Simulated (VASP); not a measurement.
# Sc (P6_3/mmc) in VASP: further runs

Runs on Sc. Level: PBEsol. Tasks: density of states.

Everything below comes from runs of VASP 6.6.1. Logs are shortened: lines on timing, memory, paths and dates and some standing lists are left out, and cuts for length are marked.

### 1 The cell of the first run

It takes space group P6_3/mmc (No. 194, hexagonal). Conventional cell: a = 2.712 Å, b = 2.712 Å, c = 4.319 Å, α = 90.00°, β = 90.00°, γ = 120.00°. Sc (site symmetry -6m2) has 12 Sc at 2.67 to 2.71 Å within 3.5 Å.

### 2 Density of states, PBEsol (volume scaled by 0.58)

Contents of POSCAR:

```
Sc
1.0
    2.7124674807      0.0000000000      0.0000000000
   -1.3562337404      2.3490657453      0.0000000000
    0.0000000000      0.0000000000      4.3192968528
Sc
2
Direct
    0.3333333333      0.6666666667      0.2500000000
    0.6666666667      0.3333333333      0.7500000000
```

Contents of INCAR.step1:

```
SYSTEM = Sc
PREC = Accurate
ENCUT = 520
EDIFF = 1E-7
ISMEAR = -1
SIGMA = 0.1
LREAL = .False.
LASPH = .True.
NELM = 100
ALGO = Normal
ISIF = 2
LWAVE = .False.
LCHARG = .True.
LMAXMIX = 4
GGA = PS
NBANDS = 18
```

Contents of KPOINTS.step1:

```
Automatic mesh
0
Gamma
  15 15 8
  0 0 0
```

Contents of INCAR.step2:

```
SYSTEM = Sc
PREC = Accurate
ENCUT = 520
EDIFF = 1E-7
ISMEAR = -5
SIGMA = 0.1
LREAL = .False.
LASPH = .True.
NELM = 100
ALGO = Normal
ISIF = 2
LWAVE = .False.
LCHARG = .False.
LMAXMIX = 4
GGA = PS
LORBIT = 11
NBANDS = 18
NEDOS = 1001
ICHARG = 11
```

Contents of KPOINTS.step2:

```
Automatic mesh
0
Gamma
  23 23 12
  0 0 0
```

Potentials or basis: VASP PAW PBE potentials, release 64 (Sc_sv).

The run is started by

```bash
$ cat potpaw_PBE.64/Sc_sv/POTCAR > POTCAR
$ cp INCAR.step1 INCAR
$ cp KPOINTS.step1 KPOINTS
$ mpirun -np 1 vasp_std > vasp.out
$ cp INCAR.step2 INCAR
$ cp KPOINTS.step2 KPOINTS
$ mpirun -np 1 vasp_std > vasp.out
```

OUTCAR:

```text
SYSTEM = Sc
   PREC = Accurate
   ENCUT = 520
   EDIFF = 1E-7
   ISMEAR = -5
   LREAL = .False.
   LASPH = .True.
   NELM = 100
   ISIF = 2
   GGA = PS
   LORBIT = 11
   ICHARG = 11

 ion  position               nearest neighbor table
   1  0.333  0.667  0.250-   2 2.67   2 2.67   2 2.67   2 2.67   2 2.67   2 2.67
   2  0.667  0.333  0.750-   1 2.67   1 2.67   1 2.67   1 2.67   1 2.67   1 2.67

  LATTYP: Found a hexagonal cell.
 ALAT       =     2.7124674807
 C/A-ratio  =     1.5923865940

  Lattice vectors:

 A1 = (   2.7124674807,   0.0000000000,   0.0000000000)
 A2 = (  -1.3562337404,   2.3490657453,   0.0000000000)
 A3 = (   0.0000000000,   0.0000000000,   4.3192968528)

Analysis of symmetry for initial positions (statically):
=====================================================================
 Subroutine PRICEL returns:
 Original cell was already a primitive cell.

 Routine SETGRP: Setting up the symmetry group for a
 hexagonal supercell.

 Subroutine GETGRP returns: Found 24 space group operations
 (whereof 12 operations were pure point group operations)
 out of a pool of 24 trial point group operations.

The static configuration has the point symmetry D_3d.
 The point group associated with its full space group is D_6h.

Analysis of symmetry for dynamics (positions and initial velocities):
=====================================================================
 Subroutine PRICEL returns:
 Original cell was already a primitive cell.

 Routine SETGRP: Setting up the symmetry group for a
 hexagonal supercell.

 Subroutine GETGRP returns: Found 24 space group operations
 (whereof 12 operations were pure point group operations)
 out of a pool of 24 trial point group operations.

The dynamic configuration has the point symmetry D_3d.
 The point group associated with its full space group is D_6h.

 Subroutine INISYM returns: Found 24 space group operations
 (whereof 12 operations are pure point group operations),
 and found     1 'primitive' translations

----------------------------------------------------------------------------------------

                                     Primitive cell

  volume of cell :      27.5215

  direct lattice vectors                    reciprocal lattice vectors
     2.712467481  0.000000000  0.000000000     0.368668014  0.212850577  0.000000000
    -1.356233740  2.349065745  0.000000000     0.000000000  0.425701155  0.000000000
     0.000000000  0.000000000  4.319296853     0.000000000  0.000000000  0.231519165

  length of vectors
     2.712467481  2.712467481  4.319296853     0.425701155  0.425701155  0.231519165

  position of ions in fractional coordinates (direct lattice)
     0.333333333  0.666666667  0.250000000
     0.666666667  0.333333333  0.750000000

  ion indices of the primitive-cell ions
   primitive index   ion index
                 1           1
                 2           2

----------------------------------------------------------------------------------------

 KPOINTS: Automatic mesh

Automatic generation of k-mesh.
 Grid dimensions read from file:
 generate k-points for:   23   23   12

 Generating k-lattice:

  Cartesian coordinates                     Fractional coordinates (reciprocal lattice)
     0.016029044  0.009254373  0.000000000     0.043478261  0.000000000  0.000000000
     0.000000000  0.018508746  0.000000000     0.000000000  0.043478261  0.000000000
     0.000000000  0.000000000  0.019293264     0.000000000  0.000000000  0.083333333

  Length of vectors
     0.018508746  0.018508746  0.019293264

  Shift w.r.t. Gamma in fractional coordinates (k-lattice)
     0.000000000  0.000000000  0.000000000

 TETIRR: Found   6486 inequivalent tetrahedra from    38088

 Subroutine IBZKPT returns following result:
 ===========================================

 Found    392 irreducible k-points:

 Following reciprocal coordinates:
            Coordinates               Weight
  0.000000  0.000000  0.000000      1.000000
  0.043478 -0.000000  0.000000      6.000000
  0.086957 -0.000000  0.000000      6.000000
  0.130435 -0.000000  0.000000      6.000000
  0.173913 -0.000000  0.000000      6.000000
  0.217391 -0.000000  0.000000      6.000000
[... 16 lines left out ...]
  0.478261  0.043478  0.000000      6.000000
  0.086957  0.086957  0.000000      6.000000
 [... further k-points ...]
   k-points           NKPTS =    392   k-points in BZ     NKDIM =    392   number of bands    NBANDS=     18
   number of dos      NEDOS =   1001   number of ions     NIONS =      2
   total plane-waves  NPLWV =  12800
   dimension x,y,z NGX =    20 NGY =   20 NGZ =   32
   dimension x,y,z NGXF=    40 NGYF=   40 NGZF=   64
   ions per type =               2
   NGX,Y,Z   is equivalent  to a cutoff of  12.26, 12.26, 12.32 a.u.
   NGXF,Y,Z  is equivalent  to a cutoff of  24.52, 24.52, 24.63 a.u.
 SYSTEM =  Sc
   PREC   = accura    normal or accurate (medium, high low for compatibility)
   ISTART =      0    job   : 0-new  1-cont  2-samecut
   ICHARG =     11    charge: 1-file 2-atom 10-const
   ISPIN  =      1    spin polarized calculation?
   LNONCOLLINEAR =      F non collinear calculations
   LSORBIT =      F    spin-orbit coupling
   LASPH  =      T    aspherical Exc in radial PAW
   ENCUT  =  520.0 eV  38.22 Ry    6.18 a.u.   5.04  5.04  8.03*2*pi/ulx,y,z
   NELM   =    100;   NELMIN=  2; NELMDL=  0     # of ELM steps
   EDIFF  = 0.1E-06   stopping-criterion for ELM
   LREAL  =      F    real-space projection
   EDIFFG = 0.1E-05   stopping-criterion for IOM
   NSW    =      0    number of steps for IOM
   IBRION =     -1    ionic relax: 0-MD 1-quasi-New 2-CG
   NFREE  =      0    steps in history (QN), initial steepest desc. (CG)
   ISIF   =      2    stress and relaxation
   ISYM   =      2    0-nonsym 1-usesym 2-fastsym
   POTIM  = 0.5000    time-step for ionic-motion
   TEBEG  =    0.0;   TEEND  =   0.0 temperature during run
   PSTRESS=    0.0 pullay stress
   NELECT =      22.0000    total number of electrons
   NUPDOWN=      -1.0000    fix difference up-down
   EMIN   =  10.00;   EMAX   =-10.00  energy-range for DOS
   EFERMI =   0.00;   METHOD = LEGACY
   ISMEAR =    -5;   SIGMA  =   0.10  broadening in eV -4-tet -1-fermi 0-gaus
   EFERMI_NEDOS =   21; number of points for ismear=-14 and -15
   IALGO  =     38    algorithm
   IMIX   =      4    mixing-type and parameters
     AMIX     =   0.40;   BMIX     =  1.00
     AMIX_MAG =   1.60;   BMIX_MAG =  1.00
  volume/ion in A,a.u.               =      13.76        92.86
  Fermi-wavevector in a.u.,A,eV,Ry     =   1.519351  2.871157 31.408065  2.308428
  Thomas-Fermi vector in A             =   2.628349
   LORBIT       =     11    0 simple, 1 ext, 2 COOP (PROOUT), +10 PAW based schemes
   GGA     = PS    functional components
   LHFCALC =     F    Hartree Fock is set to
   AEXX    =    0.0000 exact exchange contribution
   IVDW    =     0    specifies the selected vdW correction
   LEPSILON=     F    determine dielectric tensor
   LRPA    =     F    only Hartree local field effects (RPA)
 non-spin polarized calculation
 Fermi weights with tetrahedron method with Bloechl corrections
  energy-cutoff  :      520.00
  volume of cell :       27.52
 maximum number of plane-waves:       764

 number of electron      22.0000002 magnetization

 Free energy of the ion-electron system (eV)
  ---------------------------------------------------
  ext. energy  EPLUGINS =         0.00000000
  ---------------------------------------------------
  free energy    TOTEN  =       -10.24064458 eV

  energy without entropy =      -10.24064458  energy(sigma->0) =      -10.24064458

 E-fermi :   7.8076     XC(G=0): -12.6797

 val. band max:        7.8820446609   @ k =   0.3913   0.2174   0.5000
 cond. band min:       7.7726775062   @ k =   0.2174   0.2174   0.2500
 fundamental gap:     -0.1093671547
 Fermi energy:         7.8076118413

 k-point     1 :       0.0000    0.0000    0.0000
  band No.  band energies     occupation
      1     -40.4988      2.00000
      2     -39.8566      2.00000
      3     -20.3144      2.00000
      4     -18.2396      2.00000
      5     -18.2396      2.00000
      6     -17.9299      2.00000
[... 10 lines left out ...]
     17      11.5262      0.00000
     18      11.5263      0.00000

 k-point     2 :       0.0435   -0.0000    0.0000
  band No.  band energies     occupation
      1     -40.4899      2.00000
      2     -39.8526      2.00000
      3     -20.3001      2.00000
      4     -18.2737      2.00000
      5     -18.2505      2.00000
      6     -17.9649      2.00000
[... 10 lines left out ...]
     17      11.4533      0.00000
     18      11.4663      0.00000

 k-point     3 :       0.0870   -0.0000    0.0000
  band No.  band energies     occupation
      1     -40.4635      2.00000
      2     -39.8413      2.00000
      3     -20.2577      2.00000
      4     -18.3733      2.00000
      5     -18.2818      2.00000
      6     -18.0657      2.00000
[... 10 lines left out ...]
     17      11.3022      0.00000
     18      11.3212      0.00000

 k-point     4 :       0.1304   -0.0000    0.0000
  band No.  band energies     occupation
      1     -40.4212      2.00000
      2     -39.8236      2.00000
      3     -20.1886      2.00000
      4     -18.5306      2.00000
      5     -18.3299      2.00000
      6     -18.2212      2.00000
[... 375 lines left out ...]
      4     -19.5204      2.00000
      5     -19.2574      2.00000
      6     -18.7547      2.00000
[... 10 lines left out ...]
     17      14.6840      0.00000
     18      14.9565      0.00000

 k-point    23 :       0.4783    0.0435    0.0000
  band No.  band energies     occupation
      1     -39.9183      2.00000
      2     -39.7160      2.00000
      3     -20.0079      2.00000
      4     -19.5463      2.00000
      5     -19.2199      2.00000
      6     -18.7637      2.00000
[... 10 lines left out ...]
     17      14.8567      0.00000
     18      14.9581      0.00000

 k-point    24 :       0.0870    0.0870    0.0000
  band No.  band energies     occupation
      1     -40.3966      2.00000
      2     -39.8137      2.00000
      3     -20.1480      2.00000
      4     -18.5871      2.00000
      5     -18.4494      2.00000
      6     -18.2280      2.00000
[... 10 lines left out ...]
     17      11.3346      0.00000
     18      11.5369      0.00000

 [... further k-points ...]

------------------------ aborting loop because EDIFF is reached ----------------------------------------

  FORCE on cell =-STRESS in cart. coord.  units (eV):
  Direction    XX          YY          ZZ          XY          YZ          ZX
  --------------------------------------------------------------------------------------
  -------------------------------------------------------------------------------------
  Total       11.5502420     11.5502420     11.5591835     -0.0000000     -0.0000000      0.0000000
  in kB      672.4018545    672.4018546    672.9223864     -0.0000000     -0.0000000      0.0000000
  external PRESSURE =     672.5753652 kB  Pullay stress =       0.0000000 kB

 VOLUME and BASIS-vectors are now :
 -----------------------------------------------------------------------------
  energy-cutoff  :      520.00
  volume of cell :       27.52
      direct lattice vectors                 reciprocal lattice vectors
     2.712467481  0.000000000  0.000000000     0.368668014  0.212850577  0.000000000
    -1.356233740  2.349065745  0.000000000     0.000000000  0.425701155  0.000000000
     0.000000000  0.000000000  4.319296853     0.000000000  0.000000000  0.231519165

 POSITION                                       TOTAL-FORCE (eV/Angst)
 -----------------------------------------------------------------------------------
     -0.00000      1.56604      1.07982        -0.000000      0.000000      0.000000
      1.35623      0.78302      3.23947         0.000000     -0.000000      0.000000
 -----------------------------------------------------------------------------------
    total drift:                               -0.000000      0.000000     -0.000000

  FREE ENERGIE OF THE ION-ELECTRON SYSTEM (eV)
  ---------------------------------------------------
  free  energy   TOTEN  =       -10.2406445829 eV

  energy  without entropy=      -10.2406445829  energy(sigma->0) =      -10.24064458

 total charge

# of ion       s       p       d       tot
------------------------------------------
    1        2.426   6.172   1.725  10.323
    2        2.426   6.172   1.725  10.323
--------------------------------------------------
tot          4.851  12.344   3.449  20.645
```

It took 62 s on 1 thread of Intel Xeon 6975P-C (Granite Rapids), shared host; peak memory 0.27 GiB.

Results:

```yaml
Valence_electrons_inside_the_program's_atomic_spheres: Sc 10.32
```

Levels at points of the mesh, in eV from the Fermi level:
| k point | band 8 | band 9 | band 10 | band 11 | band 12 | band 13 | band 14 | band 15 |
| --- | --- | --- | --- | --- | --- | --- | --- | --- |
| (0.00, 0.00, 0.00) | -25.66 | -5.40 | -2.68 | 2.07 | 2.07 | 2.35 | 2.98 | 2.98 |
| (0.00, 0.00, 0.50) | -25.89 | -3.19 | -3.19 | 1.25 | 1.25 | 1.97 | 1.97 | 1.97 |

Caveat: the PAW data sets were made with another functional, which shifts forces and pressure a little; tetrahedron occupations give inexact forces and stress in metals.

[end of part 1 of 2]
